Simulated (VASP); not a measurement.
# NaCl in VASP: further runs

The runs below take NaCl through single point, with r2SCAN, PBE, HSE06.

All numbers are computed with VASP 6.6.1; they aren't measurements. Logs are shortened: lines on timing, memory, paths and dates and some standing lists are left out, and cuts for length are marked.

### 1 The cell of the first run

The structure is cubic, space group F-43m (No. 216). Conventional cell: a = 6.175 Å, b = 6.175 Å, c = 6.175 Å, α = 90.00°, β = 90.00°, γ = 90.00°. Na (site symmetry -43m) has 4 Cl at 2.67 Å within 3.5 Å. Within 3.5 Å of Cl (site symmetry -43m) lie 4 Na at 2.67 Å.

### 2 Single point, r2SCAN

Contents of POSCAR:

```
NaCl
1.0
    0.0000000000      3.0872728532      3.0872728532
    3.0872728532      0.0000000000      3.0872728532
    3.0872728532      3.0872728532      0.0000000000
Na Cl
1 1
Direct
    0.0000000000      0.0000000000      0.0000000000
    0.2500000000      0.2500000000      0.2500000000
```

Contents of INCAR.step1:

```
ALGO = Normal
EDIFF = 1E-5
ENCUT = 550
GGA = PE
GGA_COMPAT = F
ISMEAR = 0
LASPH = T
LCHARG = F
LREAL = F
LWAVE = T
NBANDS = 14
NELM = 120
PREC = Accurate
SIGMA = 0.01
```

Contents of INCAR.step2:

```
ALGO = Normal
EDIFF = 1E-6
ENCUT = 550
GGA_COMPAT = F
ISIF = 2
ISMEAR = 0
ISTART = 1
LASPH = T
LCHARG = F
LMIXTAU = T
LREAL = F
LWAVE = F
METAGGA = R2SCAN
NBANDS = 14
NELM = 120
PREC = Accurate
SIGMA = 0.01
```

Contents of KPOINTS:

```
k-points
0
Gamma
  8 8 8
```

Potentials or basis: VASP PAW PBE potentials, release 64 (Na_pv, Cl).

Started as:

```console
> cat potpaw_PBE.64/Na_pv/POTCAR potpaw_PBE.64/Cl/POTCAR > POTCAR
> cp INCAR.step1 INCAR
> mpirun -np 1 vasp_std > vasp.out
> cp INCAR.step2 INCAR
> mpirun -np 1 vasp_std > vasp.out
```

OUTCAR:

```text
EDIFF = 1E-6
   ENCUT = 550
   ISIF = 2
   ISMEAR = 0
   ISTART = 1
   LASPH = T
   LREAL = F
   METAGGA = R2SCAN
   NELM = 120
   PREC = Accurate

 ion  position               nearest neighbor table
   1  0.000  0.000  0.000-   2 2.67   2 2.67   2 2.67   2 2.67
   2  0.250  0.250  0.250-   1 2.67   1 2.67   1 2.67   1 2.67

  LATTYP: Found a face centered cubic cell.
 ALAT       =     6.1745457064

  Lattice vectors:

 A1 = (   0.0000000000,   3.0872728532,   3.0872728532)
 A2 = (   3.0872728532,   0.0000000000,   3.0872728532)
 A3 = (   3.0872728532,   3.0872728532,   0.0000000000)

Analysis of symmetry for initial positions (statically):
=====================================================================
 Subroutine PRICEL returns:
 Original cell was already a primitive cell.

 Routine SETGRP: Setting up the symmetry group for a
 face centered cubic supercell.

 Subroutine GETGRP returns: Found 24 space group operations
 (whereof 24 operations were pure point group operations)
 out of a pool of 48 trial point group operations.

The static configuration has the point symmetry T_d .

Analysis of symmetry for dynamics (positions and initial velocities):
=====================================================================
 Subroutine PRICEL returns:
 Original cell was already a primitive cell.

 Routine SETGRP: Setting up the symmetry group for a
 face centered cubic supercell.

 Subroutine GETGRP returns: Found 24 space group operations
 (whereof 24 operations were pure point group operations)
 out of a pool of 48 trial point group operations.

The dynamic configuration has the point symmetry T_d .

 Subroutine INISYM returns: Found 24 space group operations
 (whereof 24 operations are pure point group operations),
 and found     1 'primitive' translations

----------------------------------------------------------------------------------------

                                     Primitive cell

  volume of cell :      58.8512

  direct lattice vectors                    reciprocal lattice vectors
     0.000000000  3.087272853  3.087272853    -0.161955235  0.161955235  0.161955235
     3.087272853  0.000000000  3.087272853     0.161955235 -0.161955235  0.161955235
     3.087272853  3.087272853  0.000000000     0.161955235  0.161955235 -0.161955235

  length of vectors
     4.366063140  4.366063140  4.366063140     0.280514695  0.280514695  0.280514695

  position of ions in fractional coordinates (direct lattice)
[... 90 lines left out ...]
   NELECT =      14.0000    total number of electrons
   NUPDOWN=      -1.0000    fix difference up-down
   EMIN   =  10.00;   EMAX   =-10.00  energy-range for DOS
   EFERMI =   0.00;   METHOD = LEGACY
   ISMEAR =     0;   SIGMA  =   0.01  broadening in eV -4-tet -1-fermi 0-gaus
   EFERMI_NEDOS =   21; number of points for ismear=-14 and -15
   IALGO  =     38    algorithm
   IMIX   =      4    mixing-type and parameters
     AMIX     =   0.40;   BMIX     =  1.00
     AMIX_MAG =   1.60;   BMIX_MAG =  1.00
  volume/ion in A,a.u.               =      29.43       198.57
  Fermi-wavevector in a.u.,A,eV,Ry     =   1.014376  1.916894 13.999845  1.028960
  Thomas-Fermi vector in A             =   2.147600
   LORBIT       =      0    0 simple, 1 ext, 2 COOP (PROOUT), +10 PAW based schemes
   METAGGA = R2SCAN    functional components
   LHFCALC =     F    Hartree Fock is set to
   AEXX    =    0.0000 exact exchange contribution
   IVDW    =     0    specifies the selected vdW correction
   LEPSILON=     F    determine dielectric tensor
   LRPA    =     F    only Hartree local field effects (RPA)
 non-spin polarized calculation
 Gauss-broadening in eV      SIGMA  =   0.01
  energy-cutoff  :      550.00
  volume of cell :       58.85
 maximum number of plane-waves:      1759
 NGX is ok and might be reduce to    36
   NGX = 17   NGY = 17   NGZ = 17

 number of electron      13.9999993 magnetization

 Free energy of the ion-electron system (eV)
  ---------------------------------------------------
  ext. energy  EPLUGINS =         0.00000000
  ---------------------------------------------------
  free energy    TOTEN  =       -13.56210396 eV

  energy without entropy =      -13.56210396  energy(sigma->0) =      -13.56210396

 E-fermi :  -2.7693     XC(G=0):  -7.2616

 val. band max:       -2.8391716096   @ k =   0.0000   0.0000   0.0000
 cond. band min:       2.7279086410   @ k =   0.0000   0.0000   0.0000
 fundamental gap:      5.5670802507
 Fermi energy:        -2.7692687937

 k-point     1 :       0.0000    0.0000    0.0000
  band No.  band energies     occupation
      1     -24.1316      2.00000
      2     -24.1316      2.00000
      3     -24.1316      2.00000
      4     -15.5034      2.00000
      5      -2.8392      2.00000
      6      -2.8392      2.00000
      7      -2.8392      2.00000
      8       2.7279      0.00000
      9       9.2331      0.00000
     10       9.2331      0.00000
     11       9.2331      0.00000
     12      10.8921      0.00000
     13      10.8921      0.00000
     14      13.3744      0.00000
[... 377 lines left out ...]
      1     -24.1455      2.00000
      2     -24.1359      2.00000
      3     -24.1340      2.00000
      4     -15.3342      2.00000
      5      -3.7242      2.00000
      6      -3.2167      2.00000
      7      -3.0103      2.00000
      8       5.9449      0.00000
      9       6.3768      0.00000
     10       8.1703      0.00000
     11       9.0976      0.00000
     12      11.5113      0.00000
     13      12.3633      0.00000
     14      13.3415      0.00000

 [... further k-points ...]

------------------------ aborting loop because EDIFF is reached ----------------------------------------

  FORCE on cell =-STRESS in cart. coord.  units (eV):
  Direction    XX          YY          ZZ          XY          YZ          ZX
  --------------------------------------------------------------------------------------
  -------------------------------------------------------------------------------------
  Total       -0.0416102     -0.0416102     -0.0416102      0.0000000      0.0000000      0.0000000
  in kB       -1.1328055     -1.1328055     -1.1328055      0.0000000      0.0000000      0.0000000
  external PRESSURE =      -1.1328055 kB  Pullay stress =       0.0000000 kB

 VOLUME and BASIS-vectors are now :
 -----------------------------------------------------------------------------
  energy-cutoff  :      550.00
  volume of cell :       58.85
      direct lattice vectors                 reciprocal lattice vectors
     0.000000000  3.087272853  3.087272853    -0.161955235  0.161955235  0.161955235
     3.087272853  0.000000000  3.087272853     0.161955235 -0.161955235  0.161955235
     3.087272853  3.087272853  0.000000000     0.161955235  0.161955235 -0.161955235

 POSITION                                       TOTAL-FORCE (eV/Angst)
 -----------------------------------------------------------------------------------
      0.00000      0.00000      0.00000        -0.000000     -0.000000      0.000000
      1.54364      1.54364      1.54364         0.000000      0.000000     -0.000000
 -----------------------------------------------------------------------------------
    total drift:                               -0.000000     -0.000000     -0.000000

  FREE ENERGIE OF THE ION-ELECTRON SYSTEM (eV)
  ---------------------------------------------------
  free  energy   TOTEN  =       -13.5621039553 eV

  energy  without entropy=      -13.5621039553  energy(sigma->0) =      -13.56210396
```

OUTCAR.step1:

```text
EDIFF = 1E-5
   ENCUT = 550
   GGA = PE
   ISMEAR = 0
   LASPH = T
[... 629 lines left out ...]
 -----------------------------------------------------------------------------------
      0.00000      0.00000      0.00000        -0.000000     -0.000000     -0.000000
      1.54364      1.54364      1.54364         0.000000      0.000000      0.000000
 -----------------------------------------------------------------------------------
    total drift:                               -0.000000     -0.000000     -0.000000

  FREE ENERGIE OF THE ION-ELECTRON SYSTEM (eV)
  ---------------------------------------------------
  free  energy   TOTEN  =        -6.6378706388 eV

  energy  without entropy=       -6.6378706388  energy(sigma->0) =       -6.63787064
```

Run time: 2.7 min. Hardware: 1 thread of Intel Xeon 8259CL, shared host; peak memory 0.21 GiB.

What came out:

- Free energy: -13.5621 eV
- Pressure: -0.1 GPa
- Band gap on the k mesh: 5.57 eV

Levels at points of the mesh, in eV from the valence-band top:
```csv
k point,band 4,band 5,band 6,band 7,band 8,band 9,band 10,band 11
"(0.00, 0.00, 0.00)",-12.66,0.00,0.00,0.00,5.57,12.07,12.07,12.07
"(0.50, 0.00, 0.00)",-12.52,-1.04,-0.09,-0.09,8.34,9.48,11.36,11.36
"(0.50, 0.50, 0.00)",-12.47,-0.94,-0.30,-0.30,7.49,9.80,11.59,14.07
```

Caveat: the PAW data sets were made with another functional, which shifts forces and pressure a little.

### 3 Single point, PBE (shear xy strain -2.5%)

Contents of INCAR:

```
SYSTEM = NaCl
  PREC = Accurate
  ENCUT = 500
  EDIFF = 1E-6
  ISMEAR = -1
  SIGMA = 0.02
  LREAL = .False.
  LASPH = .True.
  NELM = 120
  ALGO = Normal
  ISIF = 2
  LWAVE = .False.
  LCHARG = .True.
  GGA = PE
  LELF = .True.
  LVHAR = .True.
  NBANDS = 14
  GGA_COMPAT = .False.
```

Contents of KPOINTS:

```
Automatic mesh
0
Gamma
  8 8 8
  0 0 0
```

Contents of POSCAR:

```
NaCl
1.0
   -0.0385909107      3.0872728532      3.0872728532
    3.0872728532     -0.0385909107      3.0872728532
    3.0486819425      3.0486819425      0.0000000000
Na Cl
1 1
Direct
   -0.0028436886     -0.0028436886      0.0028436886
    0.2528436886      0.2528436886      0.2471563114
```

Potentials or basis: VASP PAW PBE potentials, release 64 (Na_pv, Cl).

Started as:

```console
> cat potpaw_PBE.64/Na_pv/POTCAR potpaw_PBE.64/Cl/POTCAR > POTCAR
> mpirun -np 1 vasp_std > vasp.out
```

OUTCAR:

```text
SYSTEM = NaCl
   PREC = Accurate
   ENCUT = 500
   EDIFF = 1E-6
   ISMEAR = -1
   LREAL = .False.
   LASPH = .True.
   NELM = 120
   ISIF = 2
   GGA = PE

 ion  position               nearest neighbor table
   1  0.997  0.997  0.003-   2 2.67   2 2.67   2 2.68   2 2.68
   2  0.253  0.253  0.247-   1 2.67   1 2.67   1 2.68   1 2.68

  LATTYP: Found a body centered orthorhombic cell.
 ALAT       =     4.3114873504
 B/A-ratio  =     1.0253164557
 C/A-ratio  =     1.4321149999

  Lattice vectors:

 A1 = (   0.0385909107,  -3.0872728532,  -3.0872728532)
 A2 = (  -0.0385909107,   3.0872728532,  -3.0872728532)
 A3 = (   3.0872728532,  -0.0385909107,   3.0872728532)

Analysis of symmetry for initial positions (statically):
=====================================================================
 Subroutine PRICEL returns:
 Original cell was already a primitive cell.

 Routine SETGRP: Setting up the symmetry group for a
 body centered orthorhombic supercell.

 Subroutine GETGRP returns: Found  4 space group operations
 (whereof  4 operations were pure point group operations)
 out of a pool of  8 trial point group operations.

The static configuration has the point symmetry C_2v.

Analysis of symmetry for dynamics (positions and initial velocities):
=====================================================================
 Subroutine PRICEL returns:
 Original cell was already a primitive cell.

 Routine SETGRP: Setting up the symmetry group for a
 body centered orthorhombic supercell.

 Subroutine GETGRP returns: Found  4 space group operations
 (whereof  4 operations were pure point group operations)
 out of a pool of  8 trial point group operations.

The dynamic configuration has the point symmetry C_2v.

 Subroutine INISYM returns: Found  4 space group operations
 (whereof  4 operations are pure point group operations),
 and found     1 'primitive' translations

[... 119 lines left out ...]
   GGA     = PE    functional components
   LHFCALC =     F    Hartree Fock is set to
   AEXX    =    0.0000 exact exchange contribution
   IVDW    =     0    specifies the selected vdW correction
   LEPSILON=     F    determine dielectric tensor
   LRPA    =     F    only Hartree local field effects (RPA)
 non-spin polarized calculation
  energy-cutoff  :      500.00
  volume of cell :       58.84
 maximum number of plane-waves:      1510
   NGX = 15   NGY = 15   NGZ = 15

 number of electron      14.0000000 magnetization

 Free energy of the ion-electron system (eV)
  ---------------------------------------------------
  ext. energy  EPLUGINS =         0.00000000
  ---------------------------------------------------
  free energy    TOTEN  =        -6.63700768 eV

  energy without entropy =       -6.63700768  energy(sigma->0) =       -6.63700768

 E-fermi :  -1.8618     XC(G=0):  -6.8577

 val. band max:       -2.3668554592   @ k =   0.0000   0.0000   0.0000
 cond. band min:       2.5395281779   @ k =   0.0000   0.0000   0.0000
 fundamental gap:      4.9063836371
 Fermi energy:        -1.8618384667

 k-point     1 :       0.0000    0.0000    0.0000
  band No.  band energies     occupation
      1     -23.0022      2.00000
      2     -23.0008      2.00000
      3     -22.9994      2.00000
      4     -14.5186      2.00000
      5      -2.4289      2.00000
      6      -2.3995      2.00000
      7      -2.3669      2.00000
      8       2.5395      0.00000
      9       8.6852      0.00000
     10       8.8265      0.00000
     11       8.9688      0.00000
     12      10.6042      0.00000
     13      10.6085      0.00000
     14      12.9693      0.00000
[... 377 lines left out ...]
      1     -23.0063      2.00000
      2     -23.0028      2.00000
      3     -23.0015      2.00000
      4     -14.4511      2.00000
      5      -2.8999      2.00000
      6      -2.4914      2.00000
      7      -2.4631      2.00000
      8       3.6765      0.00000
      9       7.7692      0.00000
     10       8.4858      0.00000
     11       9.0623      0.00000
     12       9.6238      0.00000
     13      10.9935      0.00000
     14      12.6298      0.00000

 [... further k-points ...]

------------------------ aborting loop because EDIFF is reached ----------------------------------------

  FORCE on cell =-STRESS in cart. coord.  units (eV):
  Direction    XX          YY          ZZ          XY          YZ          ZX
  --------------------------------------------------------------------------------------
  -------------------------------------------------------------------------------------
  Total        0.2468766      0.2468766      0.2447049      0.0518161     -0.0000000      0.0000000
  in kB        6.7220748      6.7220748      6.6629435      1.4108747     -0.0000000      0.0000000
  external PRESSURE =       6.7023644 kB  Pullay stress =       0.0000000 kB

 VOLUME and BASIS-vectors are now :
 -----------------------------------------------------------------------------
  energy-cutoff  :      500.00
  volume of cell :       58.84
      direct lattice vectors                 reciprocal lattice vectors
    -0.038590911  3.087272853  3.087272853    -0.159955788  0.159955788  0.161955235
     3.087272853 -0.038590911  3.087272853     0.159955788 -0.159955788  0.161955235
     3.048681943  3.048681943  0.000000000     0.164005301  0.164005301 -0.161955235

 POSITION                                       TOTAL-FORCE (eV/Angst)
 -----------------------------------------------------------------------------------
      3.04868      3.04868      6.15699         0.000000      0.000000     -0.002202
      1.52434      1.52434      1.56119         0.000000      0.000000      0.002202
 -----------------------------------------------------------------------------------
    total drift:                                0.000000      0.000000     -0.000215

  FREE ENERGIE OF THE ION-ELECTRON SYSTEM (eV)
  ---------------------------------------------------
  free  energy   TOTEN  =        -6.6370076822 eV

  energy  without entropy=       -6.6370076822  energy(sigma->0) =       -6.63700768
```

OSZICAR:

```text
N       E                     dE             d eps       ncg     rms          rms(c)
DAV:   1     0.955764353743E+02    0.95576E+02   -0.67327E+03  2672   0.911E+02
DAV:   2     0.272731292824E+01   -0.92849E+02   -0.85422E+02  2812   0.241E+02
DAV:   3    -0.675775654787E+01   -0.94851E+01   -0.94278E+01  3434   0.732E+01
DAV:   4    -0.693700305143E+01   -0.17925E+00   -0.17915E+00  3242   0.112E+01
DAV:   5    -0.694111911992E+01   -0.41161E-02   -0.41159E-02  3504   0.171E+00    0.236E+00
DAV:   6    -0.663631884594E+01    0.30480E+00   -0.56036E-01  3342   0.371E+00    0.173E+00
DAV:   7    -0.661988494596E+01    0.16434E-01   -0.12557E-01  3362   0.176E+00    0.117E+00
DAV:   8    -0.663566495704E+01   -0.15780E-01   -0.13512E-02  2996   0.860E-01    0.260E-01
DAV:   9    -0.663591583281E+01   -0.25088E-03   -0.30263E-04  3500   0.134E-01    0.162E-01
DAV:  10    -0.663700403334E+01   -0.10882E-02   -0.13754E-03  2936   0.219E-01    0.671E-02
DAV:  11    -0.663699671586E+01    0.73175E-05   -0.18191E-05  3706   0.448E-02    0.189E-02
DAV:  12    -0.663700675334E+01   -0.10037E-04   -0.11200E-05  3014   0.262E-02    0.393E-03
DAV:  13    -0.663700781019E+01   -0.10568E-05   -0.11734E-06  3404   0.650E-03    0.180E-03
DAV:  14    -0.663700768218E+01    0.12801E-06   -0.10423E-07  3074   0.171E-03
   1 F= -.66370077E+01 E0= -.66370077E+01  d E =-.192809E-12
```

Run time: 85 s. Hardware: 1 thread of Intel Xeon 8259CL, shared host; peak memory 0.21 GiB.

What came out:

| Item | Value |
| --- | --- |
| Free energy | -6.6370 eV |
| Pressure | 0.7 GPa |
| Band gap on the k mesh | 4.91 eV |

Forces on the atoms (eV/Å):
```
Na   0.000  0.000 -0.002
Cl   0.000  0.000  0.002
```

Stress tensor (GPa, compression positive):
```
0.67 0.14 0.00
0.14 0.67 0.00
0.00 0.00 0.67
```

Caveat: the cell differs from its parent crystal (shear xy strain -2.5%). A k mesh can miss the band edges.

(Part 1 of 2 ends here.)
